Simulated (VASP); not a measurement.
Here is a VASP 6.6.1 calculation.

Contents of INCAR:

```
SYSTEM = W
  PREC = Accurate
  ENCUT = 520
  EDIFF = 1E-7
  ISMEAR = 0
  SIGMA = 0.1
  LREAL = .False.
  LASPH = .True.
  NELM = 80
  ALGO = Fast
  ISIF = 2
  LWAVE = .False.
  LCHARG = .False.
  GGA = PE
  NBANDS = 21
```

The input KPOINTS:

```
regular mesh
0
Gamma
  16 16 16
  0 0 0
```

The input POSCAR:

```
W
1.0
    3.1517275226      0.0000000000      0.0000000000
    0.0000000000      3.1517275226      0.0000000000
    0.0000000000      0.0000000000      3.2026645330
W
2
Direct
    0.0000000000      0.0000000000      0.0000000000
    0.5000000000      0.5000000000      0.5000000000
```

Potentials or basis: VASP PAW PBE potentials, release 64 (W_sv).

Run with:

```bash
$ cat potpaw_PBE.64/W_sv/POTCAR > POTCAR
$ mpirun -np 1 vasp_std > vasp.out
```

Predict the pressure.

5.1 GPa.

Predict the band gap on the k mesh.

zero (bands 14 and 15 overlap by 1.28 eV).

Stress tensor (GPa, compression positive):
```
6.58 0.00 0.00
0.00 6.58 0.00
0.00 0.00 2.02
```

Caveat: the cell differs from its parent crystal (biaxial strain in the a-b plane: -1.0 %); the cell stands under pressure; spin-orbit coupling is left out, which moves the levels of the heavy elements.
